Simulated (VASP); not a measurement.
Crystal: Pt.

```
CELL_PARAMETERS angstrom
-1.61529 1.61529 1.61529
1.61529 -1.61529 1.61529
1.61529 1.61529 -1.61529
ATOMIC_POSITIONS crystal
Pt 0.00000 0.00000 0.00000
```

Base run:

| Property | Result |
| --- | --- |
| Program | VASP 6.6.1 |
| Functional | PBE |
| Potentials or basis | VASP PAW PBE potentials, release 64 (Pt) |
| Cutoff | 500 eV |
| k mesh | 12 × 12 × 12 |
| Occupations | fermi-dirac, width 0.05 eV |
| Spin | no spin polarisation |

Its results: band gap on the k mesh zero (band 5 reaches 9.97 eV, above the bottom of band 6 at 8.05 eV); pressure -13.2 GPa.

The run is repeated on the same cell with these changes: functional from PBE to LDA; potentials or basis from VASP PAW PBE potentials, release 64 (Pt) to VASP PAW LDA potentials, release 64 (Pt); cutoff from 500 eV to 520 eV. What comes out?

Band gap on the k mesh zero (band 5 reaches 9.80 eV, above the bottom of band 6 at 7.92 eV); pressure -25.8 GPa.

Caveats: spin-orbit coupling is left out, which moves the levels of the heavy elements.
